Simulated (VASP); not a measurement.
The system is Na3Rh.

```xyz
4
Lattice="7.8516 0.0000 0.0000 -3.9258 6.7997 0.0000 0.0000 0.0000 2.7962" Properties=species:S:1:pos:R:3 pbc="T T T"
Na    5.6777    1.2551    0.0000
Na    3.9258    4.2894    0.0000
Na    2.1740    1.2551    0.0000
Rh    0.0000    0.0000    1.3981
```

The cell was generated, and may not be a known phase.

- Program: VASP 6.6.1
- Task: relaxation of cell and atoms
- Functional: PBE
- Potentials or basis: VASP PAW PBE potentials, release 64 (Na_sv, Rh_sv_GW)
- Cutoff: 970 eV
- k mesh: 3 × 3 × 6
- Occupations: gaussian, width 0.1 eV
- Spin: no spin polarisation

At the start: pressure -0.0 GPa; volume 37.32 Å³/atom.

Q: Where does the relaxation end?

A: Over 6 steps the energy falls by 4.8 meV/atom and the volume is 37.26 Å³/atom (-0.2 %); space group P-6m2 (No. 187, to 0.1 Å) before and after.

Step by step:
```
step  energy change (eV)  largest force (eV/Å)  pressure (GPa)  volume (Å³)
   1              0.0000                0.1024           -0.01       149.29
   2             -0.0079                0.0875           -0.01       149.24
   3             -0.0188                0.0462            0.00       149.02
   4             -0.0189                0.0417            0.01       148.99
   5             -0.0189                0.0400            0.01       148.98
   6             -0.0193                0.0281            0.03       149.03
```

Final structure:
```
CELL_PARAMETERS angstrom
7.71585 0.00000 0.00000
-3.85792 6.68212 0.00000
0.00000 0.00000 2.89047
ATOMIC_POSITIONS crystal
Na 0.81731 0.18269 0.00000
Na 0.81731 0.63461 0.00000
Na 0.36539 0.18269 0.00000
Rh 0.00000 0.00000 0.50000
```

Caveat: the k points lie up to 0.36 Å⁻¹ apart in the final cell, too coarse for converged energies and pressures of a metal.
